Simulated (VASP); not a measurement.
# Er2O (P-3m1) in VASP: notebook

Runs on Er2O. Level: PBE. Tasks: single point, relaxation of cell and atoms.

Everything below comes from runs of VASP 6.6.1. Logs are shortened: lines on timing, memory, paths and dates and some standing lists are left out, and cuts for length are marked.

## (1) The cell of the first run

The structure is trigonal, space group P-3m1 (No. 164). The conventional cell has a = 3.377 Å, b = 3.377 Å, c = 5.504 Å, α = 90.00°, β = 90.00°, γ = 120.00°. Er (site symmetry 3m) has 3 O at 2.33 Å and 12 Er at 3.22 to 3.53 Å within 3.6 Å. Within 3.1 Å of O (site symmetry -3m) lie 6 Er at 2.33 Å.

The cell was built from a structure type or drawn by symmetry, and may not be a known phase.

## (2) Single point, PBE

Contents of INCAR:

```
PREC = Accurate
ENCUT = 600
EDIFF = 1E-6
ISMEAR = 0
SIGMA = 0.1
LREAL = F
LASPH = T
NELM = 200
ALGO = Normal
ISIF = 2
LWAVE = F
LCHARG = F
GGA = PE
NBANDS = 19
GGA_COMPAT = F
LMAXMIX = 6
```

Contents of KPOINTS:

```
Automatic mesh
0
Gamma
  6 6 4
```

Contents of POSCAR:

```
Er2O
1.0
    3.3765408600      0.0000000000      0.0000000000
   -1.6882704300      2.9241701600      0.0000000000
    0.0000000000      0.0000000000      5.5036423600
Er O
2 1
Direct
    0.3333333300      0.6666666700      0.2330000000
    0.6666666700      0.3333333300      0.7670000000
    0.0000000000      0.0000000000      0.0000000000
```

Potentials or basis: VASP PAW PBE potentials, release 64 (Er_3, O), 4f in core.

Command:

```sh
cat potpaw_PBE.64/Er_3/POTCAR potpaw_PBE.64/O/POTCAR > POTCAR
mpirun -np 1 vasp_std > vasp.out
```

OUTCAR:

```text
PREC = Accurate
   ENCUT = 600
   EDIFF = 1E-6
   ISMEAR = 0
   LREAL = F
   LASPH = T
   NELM = 200
   ISIF = 2
   GGA = PE

 ion  position               nearest neighbor table
   1  0.333  0.667  0.233-   3 2.33   3 2.33   3 2.33   2 3.22   2 3.22   2 3.22   2 3.53   2 3.53
                             2 3.53
   2  0.667  0.333  0.767-   3 2.33   3 2.33   3 2.33   1 3.22   1 3.22   1 3.22   1 3.53   1 3.53
                             1 3.53
   3  0.000  0.000  0.000-   1 2.33   2 2.33   1 2.33   2 2.33   2 2.33   1 2.33

  LATTYP: Found a hexagonal cell.
 ALAT       =     3.3765408600
 C/A-ratio  =     1.6299646852

  Lattice vectors:

 A1 = (   3.3765408600,   0.0000000000,   0.0000000000)
 A2 = (  -1.6882704300,   2.9241701600,   0.0000000000)
 A3 = (   0.0000000000,   0.0000000000,   5.5036423600)

Analysis of symmetry for initial positions (statically):
=====================================================================
 Subroutine PRICEL returns:
 Original cell was already a primitive cell.

 Routine SETGRP: Setting up the symmetry group for a
 hexagonal supercell.

 Subroutine GETGRP returns: Found 12 space group operations
 (whereof 12 operations were pure point group operations)
 out of a pool of 24 trial point group operations.

The static configuration has the point symmetry D_3d.

Analysis of symmetry for dynamics (positions and initial velocities):
=====================================================================
 Subroutine PRICEL returns:
 Original cell was already a primitive cell.

 Routine SETGRP: Setting up the symmetry group for a
 hexagonal supercell.

 Subroutine GETGRP returns: Found 12 space group operations
 (whereof 12 operations were pure point group operations)
 out of a pool of 24 trial point group operations.

The dynamic configuration has the point symmetry D_3d.

 Subroutine INISYM returns: Found 12 space group operations
 (whereof 12 operations are pure point group operations),
 and found     1 'primitive' translations

----------------------------------------------------------------------------------------

                                     Primitive cell

  volume of cell :      54.3407

  direct lattice vectors                    reciprocal lattice vectors
     3.376540860  0.000000000  0.000000000     0.296161084  0.170988681  0.000000000
    -1.688270430  2.924170160  0.000000000     0.000000000  0.341977363  0.000000000
     0.000000000  0.000000000  5.503642360     0.000000000  0.000000000  0.181697853

  length of vectors
     3.376540860  3.376540859  5.503642360     0.341977363  0.341977363  0.181697853

  position of ions in fractional coordinates (direct lattice)
     0.333333330  0.666666670  0.233000000
     0.666666670  0.333333330  0.767000000
     0.000000000  0.000000000  0.000000000

  ion indices of the primitive-cell ions
   primitive index   ion index
                 1           1
                 2           2
                 3           3

----------------------------------------------------------------------------------------

 KPOINTS: Automatic mesh

Automatic generation of k-mesh.
 Grid dimensions read from file:
 generate k-points for:    6    6    4

 Generating k-lattice:

  Cartesian coordinates                     Fractional coordinates (reciprocal lattice)
     0.049360181  0.028498114  0.000000000     0.166666667 -0.000000000  0.000000000
     0.000000000  0.056996227  0.000000000     0.000000000  0.166666667  0.000000000
     0.000000000  0.000000000  0.045424463     0.000000000  0.000000000  0.250000000

  Length of vectors
     0.056996227  0.056996227  0.045424463

  Shift w.r.t. Gamma in fractional coordinates (k-lattice)
     0.000000000  0.000000000  0.000000000

 Subroutine IBZKPT returns following result:
 ===========================================

 Found     24 irreducible k-points:

 Following reciprocal coordinates:
            Coordinates               Weight
  0.000000  0.000000  0.000000      1.000000
  0.166667  0.000000  0.000000      6.000000
  0.333333  0.000000  0.000000      6.000000
  0.500000  0.000000  0.000000      3.000000
  0.166667  0.166667  0.000000      6.000000
  0.333333  0.166667  0.000000     12.000000
[... 16 lines left out ...]
  0.333333  0.166667  0.500000     12.000000
  0.333333  0.333333  0.500000      2.000000
   k-points           NKPTS =     24   k-points in BZ     NKDIM =     24   number of bands    NBANDS=     19
   number of dos      NEDOS =    301   number of ions     NIONS =      3
   total plane-waves  NPLWV =  37632
   dimension x,y,z NGX =    28 NGY =   28 NGZ =   48
   dimension x,y,z NGXF=    56 NGYF=   56 NGZF=   96
   ions per type =               2   1
   NGX,Y,Z   is equivalent  to a cutoff of  13.79, 13.79, 14.50 a.u.
   NGXF,Y,Z  is equivalent  to a cutoff of  27.57, 27.57, 29.00 a.u.
 SYSTEM =  unknown system
   PREC   = accura    normal or accurate (medium, high low for compatibility)
   ISTART =      0    job   : 0-new  1-cont  2-samecut
   ICHARG =      2    charge: 1-file 2-atom 10-const
   ISPIN  =      1    spin polarized calculation?
   LNONCOLLINEAR =      F non collinear calculations
   LSORBIT =      F    spin-orbit coupling
   LASPH  =      T    aspherical Exc in radial PAW
   ENCUT  =  600.0 eV  44.10 Ry    6.64 a.u.   6.74  6.74 10.99*2*pi/ulx,y,z
   NELM   =    200;   NELMIN=  2; NELMDL= -5     # of ELM steps
   EDIFF  = 0.1E-05   stopping-criterion for ELM
   LREAL  =      F    real-space projection
   EDIFFG = 0.1E-04   stopping-criterion for IOM
   NSW    =      0    number of steps for IOM
   IBRION =     -1    ionic relax: 0-MD 1-quasi-New 2-CG
   NFREE  =      0    steps in history (QN), initial steepest desc. (CG)
   ISIF   =      2    stress and relaxation
   ISYM   =      2    0-nonsym 1-usesym 2-fastsym
   POTIM  = 0.5000    time-step for ionic-motion
   TEBEG  =    0.0;   TEEND  =   0.0 temperature during run
   PSTRESS=    0.0 pullay stress
   NELECT =      24.0000    total number of electrons
   NUPDOWN=      -1.0000    fix difference up-down
   EMIN   =  10.00;   EMAX   =-10.00  energy-range for DOS
   EFERMI =   0.00;   METHOD = LEGACY
   ISMEAR =     0;   SIGMA  =   0.10  broadening in eV -4-tet -1-fermi 0-gaus
   EFERMI_NEDOS =   21; number of points for ismear=-14 and -15
   IALGO  =     38    algorithm
   IMIX   =      4    mixing-type and parameters
     AMIX     =   0.40;   BMIX     =  1.00
     AMIX_MAG =   1.60;   BMIX_MAG =  1.00
  volume/ion in A,a.u.               =      18.11       122.24
  Fermi-wavevector in a.u.,A,eV,Ry     =   1.246724  2.355967 21.147815  1.554321
  Thomas-Fermi vector in A             =   2.380888
   LORBIT       =      0    0 simple, 1 ext, 2 COOP (PROOUT), +10 PAW based schemes
   GGA     = PE    functional components
   LHFCALC =     F    Hartree Fock is set to
   AEXX    =    0.0000 exact exchange contribution
   IVDW    =     0    specifies the selected vdW correction
   LEPSILON=     F    determine dielectric tensor
   LRPA    =     F    only Hartree local field effects (RPA)
 non-spin polarized calculation
 Gauss-broadening in eV      SIGMA  =   0.10
  energy-cutoff  :      600.00
  volume of cell :       54.34
 maximum number of plane-waves:      1834
 NGX is ok and might be reduce to    28
   NGX = 13   NGY = 13   NGZ = 21

 number of electron      23.9999996 magnetization

 Free energy of the ion-electron system (eV)
  ---------------------------------------------------
  ext. energy  EPLUGINS =         0.00000000
  ---------------------------------------------------
  free energy    TOTEN  =       -19.23126485 eV

  energy without entropy =      -19.21201166  energy(sigma->0) =      -19.22163826

 E-fermi :   4.6165     XC(G=0): -11.0493

 val. band max:        4.5865007540   @ k =   0.3333   0.1667   0.0000
 cond. band min:       4.6472206125   @ k =   0.5000   0.0000   0.2500
 fundamental gap:      0.0607198585
 Fermi energy:         4.6165432347

 k-point     1 :       0.0000    0.0000    0.0000
  band No.  band energies     occupation
      1     -20.7136      2.00000
      2     -19.4570      2.00000
      3     -19.4570      2.00000
      4     -19.3432      2.00000
      5     -19.3417      2.00000
      6     -19.3417      2.00000
[... 11 lines left out ...]
     18       8.4126      0.00000
     19       8.4925      0.00000

 k-point     2 :       0.1667    0.0000    0.0000
  band No.  band energies     occupation
      1     -20.6276      2.00000
      2     -19.6970      2.00000
      3     -19.5431      2.00000
      4     -19.5312      2.00000
      5     -19.3648      2.00000
      6     -19.3550      2.00000
[... 11 lines left out ...]
     18       9.0786      0.00000
     19       9.6168      0.00000

 k-point     3 :       0.3333    0.0000    0.0000
  band No.  band energies     occupation
      1     -20.5568      2.00000
      2     -20.0611      2.00000
      3     -19.8150      2.00000
      4     -19.6573      2.00000
      5     -19.4521      2.00000
      6     -19.4011      2.00000
[... 11 lines left out ...]
     18       9.9394      0.00000
     19      10.7748      0.00000

 k-point     4 :       0.5000    0.0000    0.0000
  band No.  band energies     occupation
      1     -20.6577      2.00000
      2     -20.1426      2.00000
      3     -19.8292      2.00000
      4     -19.7152      2.00000
      5     -19.5418      2.00000
      6     -19.4280      2.00000
[... 407 lines left out ...]
     18      10.0010      0.00000
     19      10.7492      0.00000

 k-point    23 :       0.3333    0.1667    0.5000
  band No.  band energies     occupation
      1     -20.5991      2.00000
      2     -20.1888      2.00000
      3     -19.8654      2.00000
      4     -19.6933      2.00000
      5     -19.5146      2.00000
      6     -19.4723      2.00000
[... 11 lines left out ...]
     18      10.3065      0.00000
     19      11.5927      0.00000

 k-point    24 :       0.3333    0.3333    0.5000
  band No.  band energies     occupation
      1     -20.4654      2.00000
      2     -20.1410      2.00000
      3     -20.1410      2.00000
      4     -19.8415      2.00000
      5     -19.4819      2.00000
      6     -19.4819      2.00000
[... 11 lines left out ...]
     18      11.1144      0.00000
     19      11.1469      0.00000

------------------------ aborting loop because EDIFF is reached ----------------------------------------

  FORCE on cell =-STRESS in cart. coord.  units (eV):
  Direction    XX          YY          ZZ          XY          YZ          ZX
  --------------------------------------------------------------------------------------
  -------------------------------------------------------------------------------------
  Total        3.5096526      3.5096526      3.3167678      0.0000000      0.0000000      0.0000000
  in kB      103.4784375    103.4784374     97.7914299      0.0000000      0.0000000      0.0000000
  external PRESSURE =     101.5827683 kB  Pullay stress =       0.0000000 kB

 VOLUME and BASIS-vectors are now :
 -----------------------------------------------------------------------------
  energy-cutoff  :      600.00
  volume of cell :       54.34
      direct lattice vectors                 reciprocal lattice vectors
     3.376540860  0.000000000  0.000000000     0.296161084  0.170988681  0.000000000
    -1.688270430  2.924170160  0.000000000     0.000000000  0.341977363  0.000000000
     0.000000000  0.000000000  5.503642360     0.000000000  0.000000000  0.181697853

 POSITION                                       TOTAL-FORCE (eV/Angst)
 -----------------------------------------------------------------------------------
     -0.00000      1.94945      1.28235        -0.000000      0.000000      0.691041
      1.68827      0.97472      4.22129         0.000000     -0.000000     -0.691041
      0.00000      0.00000      0.00000        -0.000000      0.000000      0.000000
 -----------------------------------------------------------------------------------
    total drift:                               -0.000000      0.000000      0.000000

  FREE ENERGIE OF THE ION-ELECTRON SYSTEM (eV)
  ---------------------------------------------------
  free  energy   TOTEN  =       -19.2312648506 eV

  energy  without entropy=      -19.2120116640  energy(sigma->0) =      -19.22163826
```

It took 16 s on 1 thread of Intel Xeon 6975P-C (Granite Rapids), shared host; peak memory 0.2 GiB.

Results:

```yaml
Free_energy: -19.2313 eV
Pressure: 10.2 GPa
Largest_force: 0.691 eV/Å
Band_gap_on_the_k_mesh: zero (bands 12 and 13 overlap by 0.89 eV)
```

Forces in eV/Å, atoms in the order of the input:
```
Er   0.000  0.000  0.691
Er   0.000  0.000 -0.691
O    0.000  0.000  0.000
```

Stress tensor (GPa, compression positive):
```
10.35  0.00  0.00
 0.00 10.35  0.00
 0.00  0.00  9.78
```

Caveat: the cell stands under pressure; spin-orbit coupling is left out, which moves the levels of the heavy elements; the 4f electrons are frozen in the core, so they carry no moment and show no levels; the run has no spin polarisation, though such a crystal can be magnetic.

## (3) Single point, PBE

This run uses another cell than the first one, of 19.60 Å³/atom.

Contents of INCAR:

```
PREC = Accurate
ENCUT = 600
EDIFF = 1E-6
ISMEAR = 0
SIGMA = 0.1
LREAL = False
LASPH = True
NELM = 200
ALGO = Normal
ISIF = 2
LWAVE = False
LCHARG = True
GGA = PE
LELF = True
LVHAR = True
NBANDS = 19
GGA_COMPAT = False
LMAXMIX = 6
```

Contents of KPOINTS:

```
regular mesh
0
Gamma
  6 6 4
```

Contents of POSCAR:

```
Er2O
1.0
    3.4662897914      0.0000000000      0.0000000000
   -1.7331448957      3.0018950163      0.0000000000
    0.0000000000      0.0000000000      5.6496786384
Er O
2 1
Direct
    0.3333333333      0.6666666667      0.2380879528
    0.6666666667      0.3333333333      0.7619120472
    0.0000000000      0.0000000000      0.0000000000
```

Potentials or basis: VASP PAW PBE potentials, release 64 (Er_3, O), 4f in core.

Command:

```sh
cat potpaw_PBE.64/Er_3/POTCAR potpaw_PBE.64/O/POTCAR > POTCAR
mpirun -np 1 vasp_std > vasp.out
```

Run time: 18 s. Hardware: 1 thread of Intel Xeon 6975P-C (Granite Rapids), shared host; peak memory 0.2 GiB.

Results (log left out):

```yaml
Free_energy: -19.3981 eV
Pressure: 0.8 GPa
Largest_force: 0.040 eV/Å
Band_gap_on_the_k_mesh: zero (bands 12 and 13 overlap by 0.76 eV)
```

Forces on the atoms (eV/Å):
```
Er   0.000  0.000  0.040
Er   0.000  0.000 -0.040
O    0.000  0.000  0.000
```

Stress tensor (GPa, compression positive):
```
0.78 0.00 0.00
0.00 0.78 0.00
0.00 0.00 0.87
```

Levels at points of the mesh, in eV from the Fermi level:
| k point | band 8 | band 9 | band 10 | band 11 | band 12 | band 13 | band 14 | band 15 | band 16 | band 17 |
| --- | --- | --- | --- | --- | --- | --- | --- | --- | --- | --- |
| (0.00, 0.00, 0.00) | -6.32 | -5.36 | -5.36 | -3.69 | 0.52 | 1.92 | 2.41 | 2.41 | 3.34 | 3.34 |
| (0.50, 0.00, 0.00) | -6.35 | -5.39 | -5.35 | -1.34 | -0.20 | -0.03 | 2.81 | 3.52 | 3.87 | 4.67 |
| (0.00, 0.00, 0.50) | -6.57 | -5.39 | -5.39 | -1.81 | -1.13 | 1.84 | 1.84 | 1.97 | 2.04 | 4.13 |
| (0.50, 0.00, 0.50) | -6.35 | -5.38 | -5.34 | -0.66 | -0.23 | -0.10 | 1.18 | 3.67 | 4.28 | 5.08 |

Caveat: spin-orbit coupling is left out, which moves the levels of the heavy elements; the 4f electrons are frozen in the core, so they carry no moment and show no levels; the run has no spin polarisation, though such a crystal can be magnetic.

## (4) Relaxation of cell and atoms, PBE

Contents of INCAR:

```
ALGO     = Normal         # electronic algorithm
EDIFF    = 1E-7           # SCF threshold, eV
EDIFFG   = -0.04          # ionic threshold
ENCUT    = 600            # plane-wave cutoff, eV
GGA      = PE             # functional
GGA_COMPAT= False        
IBRION   = 2              # ionic algorithm
ISIF     = 3              # what is computed and relaxed
ISMEAR   = 0              # smearing method
LASPH    = True           # aspherical terms in the spheres
LCHARG   = False          # write CHGCAR
LMAXMIX  = 6              # l up to which the mixer works
LREAL    = False          # projectors in reciprocal space
LWAVE    = False          # write WAVECAR
NELM     = 200            # most SCF steps
NELMIN   = 4            
NSW      = 90             # ionic steps
PREC     = Accurate       # precision mode
SIGMA    = 0.1            # smearing width, eV
```

Contents of KPOINTS:

```
k-points
0
Gamma
  6 6 4
```

Contents of POSCAR:

```
Er2O
1.0
    3.3765408600      0.0000000000      0.0000000000
   -1.6882704300      2.9241701600      0.0000000000
    0.0000000000      0.0000000000      5.5036423600
Er O
2 1
Direct
    0.3333333300      0.6666666700      0.2330000000
    0.6666666700      0.3333333300      0.7670000000
    0.0000000000      0.0000000000      0.0000000000
```

Command:

```sh
cat potpaw_PBE.64/Er_3/POTCAR potpaw_PBE.64/O/POTCAR > POTCAR
mpirun -np 1 vasp_std > vasp.out
```

It took 70 s on 1 thread of Intel Xeon 6975P-C (Granite Rapids), shared host; peak memory 0.2 GiB.

It converged, with:

```yaml
Free_energy: -19.3967 eV
Relaxed_volume: 19.74 Å³/atom
Relaxed_cell: a = 3.474 Å, b = 3.474 Å, c = 5.665 Å, α = 90.00°, β = 90.00°, γ = 120.00°
Space_group_after_relaxing_to_0.1_Å: P-3m1 (No. 164)
Energy_gained_by_relaxing: 55.2 meV/atom
Ionic_steps: 6
Pressure_after_relaxing: 0.1 GPa
Band_gap_on_the_k_mesh: zero (bands 12 and 13 overlap by 0.75 eV)
```

The path:
| step | energy change (eV) | largest force (eV/Å) | pressure (GPa) | volume (Å³) |
| --- | --- | --- | --- | --- |
| 1 | 0.0000 | 0.6913 | 10.16 | 54.34 |
| 2 | -0.0752 | 0.2526 | -5.86 | 63.89 |
| 3 | -0.1645 | 0.0842 | -0.16 | 59.55 |
| 4 | -0.1645 | 0.0945 | 0.00 | 59.44 |
| 5 | -0.1651 | 0.0603 | 0.05 | 59.36 |
| 6 | -0.1655 | 0.0002 | 0.14 | 59.22 |

Final structure:
```yaml
crystal:
  lattice:
    - [3.47439, 0.00000, 0.00000]
    - [-1.73720, 3.00891, 0.00000]
    - [0.00000, 0.00000, 5.66486]
  atoms:
    - { symbol: Er, position: [0.33333, 0.66667, 0.23838] }
    - { symbol: Er, position: [0.66667, 0.33333, 0.76162] }
    - { symbol: O, position: [0.00000, 0.00000, 0.00000] }
```

Levels at points of the mesh, in eV from the Fermi level:
| k point | band 8 | band 9 | band 10 | band 11 | band 12 | band 13 | band 14 | band 15 | band 16 |
| --- | --- | --- | --- | --- | --- | --- | --- | --- | --- |
| (0.00, 0.00, 0.00) | -6.28 | -5.32 | -5.32 | -3.70 | 0.51 | 1.91 | 2.40 | 2.40 | 3.32 |
| (0.50, 0.00, 0.00) | -6.32 | -5.35 | -5.33 | -1.32 | -0.20 | -0.04 | 2.79 | 3.50 | 3.82 |
| (0.00, 0.00, 0.50) | -6.54 | -5.35 | -5.35 | -1.81 | -1.15 | 1.84 | 1.84 | 1.96 | 2.01 |
| (0.50, 0.00, 0.50) | -6.31 | -5.35 | -5.31 | -0.66 | -0.23 | -0.10 | 1.17 | 3.65 | 4.25 |

Caveat: spin-orbit coupling is left out, which moves the levels of the heavy elements; the 4f electrons are frozen in the core, so they carry no moment and show no levels; the run has no spin polarisation, though such a crystal can be magnetic. Spin polarisation is off, so any magnetic state and its effect on volume and gap are missing.

## (5) Summary

| task | cell | gap on the mesh (eV) | pressure (GPa) | largest force (eV/Å) |
| --- | --- | --- | --- | --- |
| single point | a = 3.377, b = 3.377, c = 5.504 Å, angles 90.0, 90.0, 120.0°, 3 atoms, atomic positions A | none | 10.2 | 0.69 |
| single point | a = 3.466, b = 3.466, c = 5.650 Å, angles 90.0, 90.0, 120.0°, 3 atoms, atomic positions B | none | 0.8 | 0.04 |
| relaxation of cell and atoms | relaxed from a = 3.377, b = 3.377, c = 5.504 Å, angles 90.0, 90.0, 120.0°, 3 atoms, atomic positions A | none | 0.1 | - |

Alike in all rows: level PBE; potentials or basis VASP PAW PBE potentials, release 64 (Er_3, O), 4f in core; no spin polarisation; k mesh 6 × 6 × 4; cutoff (eV) 600; smearing gaussian 0.1 eV.

Caveats: spin-orbit coupling is left out, which moves the levels of the heavy elements; the 4f electrons are frozen in the core, so they carry no moment and show no levels; the run has no spin polarisation, though such a crystal can be magnetic; the cell stands under pressure (at least some runs).

Absolute energies hang on the potentials; compare differences alone.
